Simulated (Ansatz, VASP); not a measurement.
**Two plane-wave programs on KTaO3**

```
K Ta O
1.0
     3.99013    0.00000    0.00000
     0.00000    3.99013    0.00000
     0.00000    0.00000    3.83053
K Ta O
1 1 3
Cartesian
  0.0000 0.0000 0.0000
  1.9951 1.9951 1.9153
  1.9951 1.9951 0.0000
  1.9951 0.0000 1.9153
  0.0000 1.9951 1.9153
```

Change from the starting cell: uniaxial_z strain -4.0%.

Alike in both runs: task single point; functional PBE; k mesh 6 × 6 × 6; occupations fermi-dirac, width 0.02 eV; no spin polarisation.

|  | VASP | Ansatz |
| --- | --- | --- |
| version | VASP 6.6.1 | Ansatz 0.2.0 |
| potentials or method | VASP PAW PBE potentials, release 64 (K_sv, Ta_pv, O) | plane waves, PAW |
| plane-wave cutoff (eV) | 520 | 420 |
| valence electrons in the cell | 38 | 40 |

```tsv
	VASP	Ansatz	Ansatz less VASP
gap on the k mesh at the Fermi level (eV)	2.18	2.23	+0.048
pressure (GPa)	16.1	15.2	-0.86
traceless stress, the component that is largest in VASP (GPa)	12.99	12.75	-0.238
```

VASP's potentials hold 38 valence electrons a cell and Ansatz's 40, so a difference there can come from the potentials and not from the codes.

Spin-orbit coupling is off throughout.
